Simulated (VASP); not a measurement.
The system is AlN.

```
CELL_PARAMETERS angstrom
2.83285 0.00000 0.00000
-1.41643 2.45332 0.00000
0.00000 0.00000 4.84101
ATOMIC_POSITIONS crystal
Al 0.00000 0.00000 0.00000
Al 0.00000 0.00000 0.50000
N 0.33333 0.66667 0.25000
N 0.66667 0.33333 0.75000
```

Base run:

| Property | Result |
| --- | --- |
| Program | VASP 6.6.1 |
| Functional | PBE |
| Potentials or basis | VASP PAW PBE potentials, release 64 (Al, N) |
| Cutoff | 520 eV |
| k mesh | 9 × 9 × 4 |
| Occupations | gaussian, width 0.01 eV |
| Spin | no spin polarisation |

Its results: band gap on the k mesh 5.09 eV, indirect (least direct gap 5.18 eV).

Question: The run is repeated on the same cell with these changes: k mesh from 9 × 9 × 4 to 6 × 6 × 4; further incar settings from ALGO = Normal; EDIFF = 1e-08 to ALGO = Normal; EDIFF = 1e-06; NBANDS = 16. What comes out?

Answer: Band gap on the k mesh 5.00 eV, indirect (least direct gap 5.18 eV).

Caveats: some runs use coarse meshes.

A k mesh can miss the band edges.
